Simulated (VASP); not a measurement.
NaCl: relaxation of cell and atoms with RPBE

Crystal: NaCl.

```
Na Cl
1.0
     0.00000    2.81000    2.81000
     2.81000    0.00000    2.81000
     2.81000    2.81000    0.00000
Na Cl
1 1
Cartesian
  0.0000 0.0000 0.0000
  2.8100 2.8100 2.8100
```

| Property | Result |
| --- | --- |
| Program | VASP 6.6.1 |
| Task | relaxation of cell and atoms |
| Functional | RPBE |
| Potentials or basis | VASP PAW PBE potentials, release 64 (Na_pv, Cl) |
| Cutoff | 600 eV |
| k mesh | 5 × 5 × 5 |
| Occupations | gaussian, width 0.01 eV |
| Spin | no spin polarisation |
| Dipole correction | no |
| Further INCAR settings | ALGO = Normal; EDIFF = 1e-06; IBRION = 2; EDIFFG = -0.05; NSW = 50; ISIF = 3 |

```yaml
Relaxed_volume: 24.96 Å³/atom
Relaxed_cell: a = 4.133 Å, b = 4.133 Å, c = 4.133 Å, α = 60.00°, β = 60.00°, γ = 60.00°
Space_group_after_relaxing_to_0.05_Å: Fm-3m (No. 225)
Energy_gained_by_relaxing: 23.0 meV/atom
Ionic_steps: 3
Pressure_after_relaxing: 0.1 GPa
Band_gap_on_the_k_mesh: 5.04 eV, direct
```

Step by step:
| step | energy change (eV) | largest force (eV/Å) | pressure (GPa) | volume (Å³) |
| --- | --- | --- | --- | --- |
| 1 | 0.0000 | 0.0000 | 2.99 | 44.38 |
| 2 | -0.0355 | 0.0000 | 1.41 | 47.09 |
| 3 | -0.0459 | 0.0000 | 0.08 | 49.91 |

Final structure:
```cif
data_structure
_symmetry_space_group_name_H-M 'P 1'
_symmetry_Int_Tables_number 1
_cell_length_a 4.1328
_cell_length_b 4.1328
_cell_length_c 4.1328
_cell_angle_alpha 60.000
_cell_angle_beta 60.000
_cell_angle_gamma 60.000
_cell_volume 49.91
loop_
_atom_site_label
_atom_site_type_symbol
_atom_site_fract_x
_atom_site_fract_y
_atom_site_fract_z
_atom_site_occupancy
Na1 Na 0.00000 0.00000 0.00000 1
Cl1 Cl 0.50000 0.50000 0.50000 1
```

Levels at points of the mesh, in eV from the valence-band top:
| k point | band 5 | band 6 | band 7 | band 8 | band 9 | band 10 |
| --- | --- | --- | --- | --- | --- | --- |
| (0.00, 0.00, 0.00) | 0.00 | 0.00 | 0.00 | 5.04 | 11.17 | 11.17 |

Run time: 8.4 s on 1 thread of Intel(R) Xeon(R) Platinum 8375C CPU @ 2.90GHz (Ice Lake), on a shared host, peak memory 0.17 GiB.

Caveat: the PAW data sets were made with another functional, which shifts forces and pressure a little; the volume moved by +12 % from the deposited cell, more than functionals usually miss. A hybrid or GW would open this gap; RPBE tends to underestimate it.
